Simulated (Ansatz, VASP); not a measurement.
InP: VASP beside Ansatz

```
In P
1.0
     0.00000    2.93050    2.93050
     2.93050    0.00000    2.93050
     2.93050    2.93050    0.00000
In P
1 1
Cartesian
  0.0000 0.0000 0.0000
  4.3957 4.3957 4.3957
```

Alike in both runs: task relaxation of cell and atoms; functional BLYP; dispersion D3(BJ); k mesh 8 × 8 × 8; occupations fermi-dirac, width 0.05 eV; no spin polarisation.

|  | VASP | Ansatz |
| --- | --- | --- |
| version | VASP 6.6.1 | Ansatz 0.2.0 |
| potentials or method | VASP PAW PBE potentials, release 64 (In_d, P), cutoff 600 eV | all-electron LAPW, scalar-relativistic |

|  | VASP | Ansatz | Ansatz less VASP |
| --- | --- | --- | --- |
| relaxed volume (Å³/atom) | 25.81 | 25.78 | -0.029 |
| relaxed cell length with the largest relative difference (Å) | 4.179 | 4.178 | -0.0015 |

VASP's potentials were made for PBE, not for BLYP. Ansatz ran all-electron here, and VASP with PAW potentials.
